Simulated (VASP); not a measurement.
C, 6 atoms in the cell. The cell holds a slab with vacuum, 6 atoms: a = 2.497 Å, b = 3.532 Å, c = 18.497 Å, α = 90.00°, β = 90.00°, γ = 90.00°. 

| Item | Value |
| --- | --- |
| Program | VASP 6.6.1 |
| Task | single point |
| Functional | LDA |
| Potentials or basis | VASP PAW LDA potentials, release 64 (C) |
| Cutoff | 520 eV |
| k mesh | 10 × 7 × 1 |
| Occupations | fermi-dirac, width 0.02 eV |
| Spin | no spin polarisation |
| Dipole correction | no |
| Further INCAR settings | ALGO = Normal; EDIFF = 1e-06; NBANDS = 21 |

Potentials or basis: VASP PAW LDA potentials, release 64 (C).

Run with:

```bash
$ cat potpaw_LDA.64/C/POTCAR > POTCAR
$ mpirun -np 1 vasp_std > vasp.out
```

Hardware: 1 thread of Intel(R) Xeon(R) Platinum 8488C (Sapphire Rapids), on a shared host.

Q: Estimate the wall time of this run.

A: Run time: 2.2 min on 1 thread of Intel(R) Xeon(R) Platinum 8488C (Sapphire Rapids), on a shared host, peak memory 0.23 GiB. Counts: scf iterations 21, k points 24.
